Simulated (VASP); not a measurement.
Here is a VASP 6.6.1 calculation.

POSCAR

```
TiO2
1.0
   -1.8762822689      1.8762822689      4.7595961364
    1.8762822689     -1.8762822689      4.7595961364
    1.8762822689      1.8762822689     -4.7595961364
Ti O
2 4
Direct
    0.0000000000      0.0000000000      0.0000000000
    0.7500000000      0.2500000000      0.5000000000
    0.2080221504      0.2080221504      0.0000000000
    0.9580221504      0.4580221504      0.5000000000
    0.5419778496      0.0419778496      0.5000000000
    0.7919778496      0.7919778496      0.0000000000
```

The input INCAR.step1:

```
SYSTEM = TiO2
PREC = Accurate ; ENCUT = 910
ISMEAR = 0 ; SIGMA = 0.01
LREAL = .FALSE. ; LASPH = .TRUE.
NELM = 120 ; NBANDS = 33
GGA = PE ; ALGO = Normal
EDIFF = 1E-5 ; LWAVE = .TRUE.
LCHARG = .FALSE. ; GGA_COMPAT = .FALSE.
```

The input INCAR.step2:

```
SYSTEM = TiO2
PREC = Accurate ; ENCUT = 910
EDIFF = 1E-6 ; ISMEAR = 0
SIGMA = 0.01 ; LREAL = .FALSE.
LASPH = .TRUE. ; NELM = 120
ALGO = Normal ; ISIF = 2
LWAVE = .FALSE. ; LCHARG = .FALSE.
METAGGA = R2SCAN ; LMIXTAU = .TRUE.
NBANDS = 33 ; ISTART = 1
GGA_COMPAT = .FALSE.
```

The input KPOINTS:

```
regular mesh
0
G
  6 6 6
  0 0 0
```

Potentials or basis: VASP PAW PBE potentials, release 64 (Ti_sv, O_h).

Launch:

```sh
$ cat potpaw_PBE.64/Ti_sv/POTCAR potpaw_PBE.64/O_h/POTCAR > POTCAR
$ cp INCAR.step1 INCAR
$ mpirun -np 1 vasp_std > vasp.out
$ cp INCAR.step2 INCAR
$ mpirun -np 1 vasp_std > vasp.out
```

(1) Estimate the band gap on the k mesh.

(2) Predict the pressure.

(3) What does it give for the largest force?

Answers

(1) 2.64 eV (least direct gap 2.96 eV).

(2) 5.4 GPa.

(3) 0.032 eV/Å.

Caveat: the cell stands under pressure; the PAW data sets were made with another functional, which shifts forces and pressure a little.
